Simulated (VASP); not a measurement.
# AlN (P6_3mc) in VASP: further runs

Aim: see how the results for AlN move with the level of theory and the settings. Levels: PBEsol, HSE06. Tasks: relaxation of cell and atoms, single point.

Everything below comes from runs of VASP 6.6.1. Logs are shortened: lines on timing, memory, paths and dates and some standing lists are left out, and cuts for length are marked.

### Step 1. The cell of the first run

Symmetry: P6_3mc, No. 186, hexagonal system. Conventional cell: a = 3.114 Å, b = 3.114 Å, c = 4.984 Å, α = 90.00°, β = 90.00°, γ = 120.00°. Within 2.5 Å of Al (site symmetry 3m) lie 4 N at 1.89 to 1.90 Å. N (site symmetry 3m) has 4 Al at 1.89 to 1.90 Å within 2.5 Å.

### Step 2. Relaxation of cell and atoms, PBEsol

INCAR

```
SYSTEM = AlN
PREC = Accurate
ENCUT = 600
EDIFF = 1E-6
ISMEAR = -1
SIGMA = 0.05
LREAL = Auto
LASPH = .True.
NELM = 80
ALGO = Normal
ISIF = 3
LWAVE = .False.
LCHARG = .False.
GGA = PS
IBRION = 2
NSW = 100
EDIFFG = -0.03
ISYM = 0
LUSENCCL = .False.
```

KPOINTS

```
Automatic mesh
0
Gamma
  1 1 1
  0.25 0.25 0.25
```

POSCAR

```
AlN
1.0
    9.3414480000      0.0000000000      0.0000000000
    0.0000000000     10.7865750000      0.0000000000
    0.0000000000      0.0000000000      9.9670570000
Al N
48 48
Direct
    0.1666670000      0.0833330000      0.2485000000
    0.1666670000      0.0833330000      0.7485000000
    0.0000000000      0.3333330000      0.2485000000
    0.0000000000      0.3333330000      0.7485000000
    0.5000000000      0.0833330000      0.2485000000
    0.5000000000      0.0833330000      0.7485000000
    0.3333330000      0.3333330000      0.2485000000
    0.3333330000      0.3333330000      0.7485000000
    0.1666670000      0.5833330000      0.2485000000
    0.1666670000      0.5833330000      0.7485000000
    0.0000000000      0.8333330000      0.2485000000
    0.0000000000      0.8333330000      0.7485000000
    0.8333330000      0.0833330000      0.2485000000
    0.8333330000      0.0833330000      0.7485000000
    0.6666670000      0.3333330000      0.2485000000
    0.6666670000      0.3333330000      0.7485000000
    0.5000000000      0.5833330000      0.2485000000
    0.5000000000      0.5833330000      0.7485000000
    0.3333330000      0.8333330000      0.2485000000
    0.3333330000      0.8333330000      0.7485000000
    0.8333330000      0.5833330000      0.2485000000
    0.8333330000      0.5833330000      0.7485000000
    0.6666670000      0.8333330000      0.2485000000
    0.6666670000      0.8333330000      0.7485000000
    0.0000000000      0.1666670000      0.4985000000
    0.0000000000      0.1666670000      0.9985000000
    0.3333330000      0.1666670000      0.4985000000
    0.3333330000      0.1666670000      0.9985000000
    0.1666670000      0.4166670000      0.4985000000
    0.1666670000      0.4166670000      0.9985000000
    0.0000000000      0.6666670000      0.4985000000
    0.0000000000      0.6666670000      0.9985000000
    0.6666670000      0.1666670000      0.4985000000
    0.6666670000      0.1666670000      0.9985000000
    0.5000000000      0.4166670000      0.4985000000
    0.5000000000      0.4166670000      0.9985000000
    0.3333330000      0.6666670000      0.4985000000
    0.3333330000      0.6666670000      0.9985000000
    0.1666670000      0.9166670000      0.4985000000
    0.1666670000      0.9166670000      0.9985000000
    0.8333330000      0.4166670000      0.4985000000
    0.8333330000      0.4166670000      0.9985000000
    0.6666670000      0.6666670000      0.4985000000
    0.6666670000      0.6666670000      0.9985000000
    0.5000000000      0.9166670000      0.4985000000
    0.5000000000      0.9166670000      0.9985000000
    0.8333330000      0.9166670000      0.4985000000
    0.8333330000      0.9166670000      0.9985000000
    0.0000000000      0.1666670000      0.1895000000
    0.0000000000      0.1666670000      0.6895000000
    0.3333330000      0.1666670000      0.1895000000
    0.3333330000      0.1666670000      0.6895000000
    0.1666670000      0.4166670000      0.1895000000
    0.1666670000      0.4166670000      0.6895000000
    0.0000000000      0.6666670000      0.1895000000
    0.0000000000      0.6666670000      0.6895000000
    0.6666670000      0.1666670000      0.1895000000
    0.6666670000      0.1666670000      0.6895000000
    0.5000000000      0.4166670000      0.1895000000
    0.5000000000      0.4166670000      0.6895000000
    0.3333330000      0.6666670000      0.1895000000
    0.3333330000      0.6666670000      0.6895000000
    0.1666670000      0.9166670000      0.1895000000
    0.1666670000      0.9166670000      0.6895000000
    0.8333330000      0.4166670000      0.1895000000
    0.8333330000      0.4166670000      0.6895000000
    0.6666670000      0.6666670000      0.1895000000
    0.6666670000      0.6666670000      0.6895000000
    0.5000000000      0.9166670000      0.1895000000
    0.5000000000      0.9166670000      0.6895000000
    0.8333330000      0.9166670000      0.1895000000
    0.8333330000      0.9166670000      0.6895000000
    0.1666670000      0.0833330000      0.4395000000
    0.1666670000      0.0833330000      0.9395000000
    0.0000000000      0.3333330000      0.4395000000
    0.0000000000      0.3333330000      0.9395000000
    0.5000000000      0.0833330000      0.4395000000
    0.5000000000      0.0833330000      0.9395000000
    0.3333330000      0.3333330000      0.4395000000
    0.3333330000      0.3333330000      0.9395000000
    0.1666670000      0.5833330000      0.4395000000
    0.1666670000      0.5833330000      0.9395000000
    0.0000000000      0.8333330000      0.4395000000
    0.0000000000      0.8333330000      0.9395000000
    0.8333330000      0.0833330000      0.4395000000
    0.8333330000      0.0833330000      0.9395000000
    0.6666670000      0.3333330000      0.4395000000
    0.6666670000      0.3333330000      0.9395000000
    0.5000000000      0.5833330000      0.4395000000
    0.5000000000      0.5833330000      0.9395000000
    0.3333330000      0.8333330000      0.4395000000
    0.3333330000      0.8333330000      0.9395000000
    0.8333330000      0.5833330000      0.4395000000
    0.8333330000      0.5833330000      0.9395000000
    0.6666670000      0.8333330000      0.4395000000
    0.6666670000      0.8333330000      0.9395000000
```

Potentials or basis: VASP PAW PBE potentials, release 64 (Al, N).

Run with:

```sh
$ cat potpaw_PBE.64/Al/POTCAR potpaw_PBE.64/N/POTCAR > POTCAR
$ mpirun -np 1 vasp_std > vasp.out
```

OUTCAR:

```text
SYSTEM = AlN
   PREC = Accurate
   ENCUT = 600
   EDIFF = 1E-6
   ISMEAR = -1
   LREAL = Auto
   LASPH = .True.
   NELM = 80
   ISIF = 3
   GGA = PS
   IBRION = 2
   NSW = 100
   EDIFFG = -0.03
   ISYM = 0

 ion  position               nearest neighbor table
   1  0.167  0.083  0.248-  63 1.89  51 1.89  49 1.89  73 1.90  39 3.07  40 3.07  27 3.07  28 3.07
                            25 3.07  26 3.07   7 3.11  19 3.11   5 3.11  11 3.11   3 3.11  13 3.11
   2  0.167  0.083  0.748-  64 1.89  52 1.89  50 1.89  74 1.90  39 3.07  40 3.07  27 3.07  28 3.07
                            25 3.07  26 3.07   8 3.11  20 3.11   6 3.11  12 3.11   4 3.11  14 3.11
   3  0.000  0.333  0.248-  49 1.89  53 1.89  65 1.89  75 1.90  25 3.07  26 3.07  29 3.07  30 3.07
                            41 3.07  42 3.07   7 3.11  15 3.11   1 3.11  21 3.11   9 3.11  13 3.11
   4  0.000  0.333  0.748-  50 1.89  54 1.89  66 1.89  76 1.90  25 3.07  26 3.07  29 3.07  30 3.07
                            41 3.07  42 3.07   8 3.11  16 3.11   2 3.11  22 3.11  10 3.11  14 3.11
   5  0.500  0.083  0.248-  69 1.89  57 1.89  51 1.89  77 1.90  45 3.07  46 3.07  33 3.07  34 3.07
                            27 3.07  28 3.07   1 3.11  13 3.11  19 3.11  23 3.11   7 3.11  15 3.11
   6  0.500  0.083  0.748-  70 1.89  58 1.89  52 1.89  78 1.90  45 3.07  46 3.07  33 3.07  34 3.07
                            27 3.07  28 3.07   2 3.11  14 3.11  20 3.11  24 3.11   8 3.11  16 3.11
   7  0.333  0.333  0.248-  51 1.89  53 1.89  59 1.89  79 1.90  27 3.07  28 3.07  29 3.07  30 3.07
                            35 3.07  36 3.07   1 3.11   9 3.11   3 3.11   5 3.11  17 3.11  15 3.11
   8  0.333  0.333  0.748-  52 1.89  54 1.89  60 1.89  80 1.90  27 3.07  28 3.07  29 3.07  30 3.07
                            35 3.07  36 3.07   2 3.11  10 3.11   4 3.11   6 3.11  18 3.11  16 3.11
   9  0.167  0.583  0.248-  53 1.89  61 1.89  55 1.89  81 1.90  29 3.07  30 3.07  37 3.07  38 3.07
[... 125 lines left out ...]
  95  0.667  0.833  0.440-  43 1.89  47 1.89  45 1.89  23 1.90
  96  0.667  0.833  0.940-  44 1.89  48 1.89  46 1.89  24 1.90

IMPORTANT INFORMATION: All symmetrisations will be switched off!
NOSYMM: (Re-)initialisation of all symmetry stuff for point group C_1.

----------------------------------------------------------------------------------------

                                     Primitive cell

  volume of cell :    1004.3029

  direct lattice vectors                    reciprocal lattice vectors
     9.341448000  0.000000000  0.000000000     0.107049785  0.000000000  0.000000000
     0.000000000 10.786575000  0.000000000     0.000000000  0.092707834  0.000000000
     0.000000000  0.000000000  9.967057000     0.000000000  0.000000000  0.100330519

  length of vectors
     9.341448000 10.786575000  9.967057000     0.107049785  0.092707834  0.100330519

  position of ions in fractional coordinates (direct lattice)
     0.166667000  0.083333000  0.248500000
     0.166667000  0.083333000  0.748500000
     0.000000000  0.333333000  0.248500000
     0.000000000  0.333333000  0.748500000
     0.500000000  0.083333000  0.248500000
     0.500000000  0.083333000  0.748500000
[... 88 lines left out ...]
     0.666667000  0.833333000  0.439500000
     0.666667000  0.833333000  0.939500000

  ion indices of the primitive-cell ions
   primitive index   ion index
                 1           1
                 2           2
                 3           3
                 4           4
                 5           5
                 6           6
[... 88 lines left out ...]
                95          95
                96          96

----------------------------------------------------------------------------------------
[... 38 lines left out ...]
   NGXF,Y,Z  is equivalent  to a cutoff of  28.47, 27.74, 26.69 a.u.
 SYSTEM =  AlN
   PREC   = accura    normal or accurate (medium, high low for compatibility)
   ISTART =      0    job   : 0-new  1-cont  2-samecut
   ICHARG =      2    charge: 1-file 2-atom 10-const
[... 18 lines left out ...]
   NUPDOWN=      -1.0000    fix difference up-down
   EMIN   =  10.00;   EMAX   =-10.00  energy-range for DOS
   EFERMI =   0.00;   METHOD = LEGACY
   ISMEAR =    -1;   SIGMA  =   0.05  broadening in eV -4-tet -1-fermi 0-gaus
   EFERMI_NEDOS =   21; number of points for ismear=-14 and -15
   IALGO  =     38    algorithm
   IMIX   =      4    mixing-type and parameters
     AMIX     =   0.40;   BMIX     =  1.00
     AMIX_MAG =   1.60;   BMIX_MAG =  1.00
  volume/ion in A,a.u.               =      10.46        70.60
  Fermi-wavevector in a.u.,A,eV,Ry     =   1.188220  2.245411 19.209626  1.411868
  Thomas-Fermi vector in A             =   2.324355
   LORBIT       =      0    0 simple, 1 ext, 2 COOP (PROOUT), +10 PAW based schemes
   GGA     = PS    functional components
   LHFCALC =     F    Hartree Fock is set to
   AEXX    =    0.0000 exact exchange contribution
   IVDW    =     0    specifies the selected vdW correction
   LEPSILON=     F    determine dielectric tensor
   LRPA    =     F    only Hartree local field effects (RPA)
 conjugate gradient relaxation of ions
 non-spin polarized calculation
  energy-cutoff  :      600.00
  volume of cell :     1004.30
 maximum number of plane-waves:     33510
 NGX is ok and might be reduce to    80
   NGX = 37   NGY = 43   NGZ = 39

 number of electron     383.9999951 magnetization

 Free energy of the ion-electron system (eV)
  ---------------------------------------------------
  ext. energy  EPLUGINS =         0.00000000
  ---------------------------------------------------
  free energy    TOTEN  =      -751.59615205 eV

  energy without entropy =     -751.59615205  energy(sigma->0) =     -751.59615205

 E-fermi :   7.0993     XC(G=0): -11.0994

 val. band max:        5.8499350196   @ k =  -0.2500  -0.2500   0.2500
 cond. band min:      10.9209515372   @ k =  -0.2500  -0.2500   0.2500
 fundamental gap:      5.0710165176
 Fermi energy:         7.0993419920

 k-point     1 :       0.2500    0.2500    0.2500
  band No.  band energies     occupation
      1      -8.9352      2.00000
      2      -8.5539      2.00000
      3      -8.4782      2.00000
      4      -8.4333      2.00000
      5      -8.1247      2.00000
      6      -8.0925      2.00000
[... 817 lines left out ...]
    203      11.8850      0.00000
    204      11.8965      0.00000
 [bands above 204 left out]

------------------------ aborting loop because EDIFF is reached ----------------------------------------

  FORCE on cell =-STRESS in cart. coord.  units (eV):
  Direction    XX          YY          ZZ          XY          YZ          ZX
  --------------------------------------------------------------------------------------
  -------------------------------------------------------------------------------------
  Total       -1.1128022     -0.9832513     -0.9068926     -0.0000176      0.0000120      0.0000027
  in kB       -1.7752677     -1.5685935     -1.4467774     -0.0000282      0.0000192      0.0000044
  external PRESSURE =      -1.5968795 kB  Pullay stress =       0.0000000 kB

 VOLUME and BASIS-vectors are now :
 -----------------------------------------------------------------------------
  energy-cutoff  :      600.00
  volume of cell :     1004.30
      direct lattice vectors                 reciprocal lattice vectors
     9.341448000  0.000000000  0.000000000     0.107049785  0.000000000  0.000000000
     0.000000000 10.786575000  0.000000000     0.000000000  0.092707834  0.000000000
     0.000000000  0.000000000  9.967057000     0.000000000  0.000000000  0.100330519

 POSITION                                       TOTAL-FORCE (eV/Angst)
 -----------------------------------------------------------------------------------
      1.55691      0.89888      2.47681        -0.002039     -0.000118      0.002457
      1.55691      0.89888      7.46034        -0.002006     -0.000101      0.002450
      0.00000      3.59552      2.47681         0.000052     -0.001689      0.001216
      0.00000      3.59552      7.46034         0.000020     -0.001675      0.001181
      4.67072      0.89888      2.47681         0.000036      0.000745     -0.001502
      4.67072      0.89888      7.46034         0.000001      0.000806     -0.001494
[... 88 lines left out ...]
      6.22764      8.98881      4.38052        -0.000105     -0.000707     -0.000538
      6.22764      8.98881      9.36405        -0.000103     -0.000711     -0.000534
 -----------------------------------------------------------------------------------
    total drift:                               -0.000000     -0.000002     -0.043648

  FREE ENERGIE OF THE ION-ELECTRON SYSTEM (eV)
  ---------------------------------------------------
  free  energy   TOTEN  =      -751.5961520527 eV

  energy  without entropy=     -751.5961520526  energy(sigma->0) =     -751.59615205

 reached required accuracy - stopping structural energy minimisation
```

Wall time 1.8 min (1 × NVIDIA H100 80GB with 1 thread of AMD EPYC 7R13 (Zen 3), shared host); peak memory 2.2 GiB.

What came out:

```
Free energy                  : -751.5962 eV
Pressure after relaxing      : -0.2 GPa
Largest force after relaxing : 0.003 eV/Å
Band gap on the k mesh       : 5.07 eV
```

Forces in eV/Å, atoms in the order of the input:
```
Al  -0.002  0.000  0.002
Al  -0.002  0.000  0.002
Al   0.000 -0.002  0.001
Al   0.000 -0.002  0.001
Al   0.000  0.001 -0.002
Al   0.000  0.001 -0.001
Al   0.003 -0.001 -0.001
Al   0.003 -0.002 -0.001
Al  -0.002  0.000  0.002
Al  -0.002  0.000  0.002
Al   0.000 -0.002  0.001
Al   0.000 -0.002  0.001
Al   0.002  0.000  0.002
Al   0.002  0.000  0.002
Al  -0.003 -0.002 -0.001
Al  -0.003 -0.002 -0.001
Al   0.000  0.001 -0.001
Al   0.000  0.001 -0.002
Al   0.003 -0.002 -0.001
Al   0.003 -0.002 -0.001
Al   0.002  0.000  0.002
Al   0.002  0.000  0.002
Al  -0.003 -0.002 -0.001
Al  -0.003 -0.002 -0.001
Al   0.000  0.002  0.001
Al   0.000  0.002  0.001
Al   0.003  0.001 -0.001
Al   0.003  0.002 -0.001
Al  -0.002  0.000  0.002
Al  -0.002  0.000  0.002
Al   0.000  0.002  0.001
Al   0.000  0.002  0.001
Al  -0.003  0.002 -0.001
Al  -0.003  0.002 -0.001
Al   0.000 -0.001 -0.001
Al   0.000 -0.001 -0.001
Al   0.003  0.002 -0.001
Al   0.003  0.002 -0.001
Al  -0.002  0.000  0.002
Al  -0.002  0.000  0.002
Al   0.002  0.000  0.002
Al   0.002  0.000  0.002
Al  -0.003  0.002 -0.001
Al  -0.003  0.002 -0.001
Al   0.000 -0.001 -0.002
Al   0.000 -0.001 -0.002
Al   0.002  0.000  0.002
Al   0.002  0.000  0.002
N    0.000  0.001 -0.001
N    0.000  0.001 -0.001
N    0.000  0.001 -0.001
N    0.000  0.001 -0.001
N    0.001  0.001  0.000
N    0.001  0.001  0.000
N    0.000  0.001 -0.001
N    0.000  0.001 -0.001
N    0.000  0.001 -0.001
N    0.000  0.001 -0.001
N    0.000  0.001  0.000
N    0.000  0.001  0.000
N    0.000  0.001 -0.001
N    0.000  0.001 -0.001
N    0.001  0.001  0.000
N    0.001  0.001  0.000
N   -0.001  0.001  0.000
N   -0.001  0.001  0.000
N    0.000  0.001 -0.001
N    0.000  0.001 -0.001
N    0.000  0.001  0.000
N    0.000  0.001  0.000
N   -0.001  0.001  0.000
N   -0.001  0.001  0.000
N    0.001 -0.001  0.000
N    0.001 -0.001  0.000
N    0.000 -0.001 -0.001
N    0.000 -0.001 -0.001
N    0.000 -0.001  0.000
N    0.000 -0.001  0.000
N    0.000 -0.001 -0.001
N    0.000 -0.001 -0.001
N    0.001 -0.001  0.000
N    0.001 -0.001  0.000
N    0.000 -0.001 -0.001
N    0.000 -0.001 -0.001
N   -0.001 -0.001  0.000
N   -0.001 -0.001  0.000
N    0.000 -0.001 -0.001
N    0.000 -0.001 -0.001
N    0.000 -0.001  0.000
N    0.000 -0.001  0.000
N    0.000 -0.001 -0.001
N    0.000 -0.001 -0.001
N   -0.001 -0.001  0.000
N   -0.001 -0.001  0.000
N    0.000 -0.001 -0.001
N    0.000 -0.001 -0.001
```

Caveat: the relaxation stopped at its first step, so nothing moved; the PAW data sets were made with another functional, which shifts forces and pressure a little; a shifted mesh leaves out Γ, where band edges can lie. A k mesh can miss the band edges.

(Part 1 of 2 ends here.)
